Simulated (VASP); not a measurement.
Input of a VASP 6.6.1 run:

Contents of INCAR:

```
SYSTEM = GaN
ALGO = Normal ; EDIFF = 1E-7
ENCUT = 520 ; GGA = CA
ISIF = 2 ; ISMEAR = 0
LASPH = .TRUE. ; LCHARG = .TRUE.
LELF = .TRUE. ; LREAL = .FALSE.
LVHAR = .TRUE. ; LWAVE = .FALSE.
NBANDS = 26 ; NELM = 100
PREC = Accurate ; SIGMA = 0.01
```

Contents of KPOINTS:

```
k-points
0
G
  12 12 4
  0 0 0
```

Contents of POSCAR:

```
GaN
1.0
    3.1518229436      0.0000000000      0.0000000000
   -1.5759114718      2.7295587374      0.0000000000
    0.0000000000      0.0000000000      5.1383346663
Ga N
2 2
Direct
    0.3333333333      0.6666666667     -0.0007036817
    0.6666666667      0.3333333333      0.4992963183
    0.3333333333      0.6666666667      0.3757036817
    0.6666666667      0.3333333333      0.8757036817
```

Potentials or basis: VASP PAW LDA potentials, release 64 (Ga_d, N).

Run with:

```bash
$ cat potpaw_LDA.64/Ga_d/POTCAR potpaw_LDA.64/N/POTCAR > POTCAR
$ mpirun -np 1 vasp_std > vasp.out
```

Problem. What does it give for the pressure?

Solution. 1.1 GPa.

Problem. Predict the band gap on the k mesh.

Solution. 2.15 eV.

LDA gaps usually lie below the measured ones, often by a third to a half.
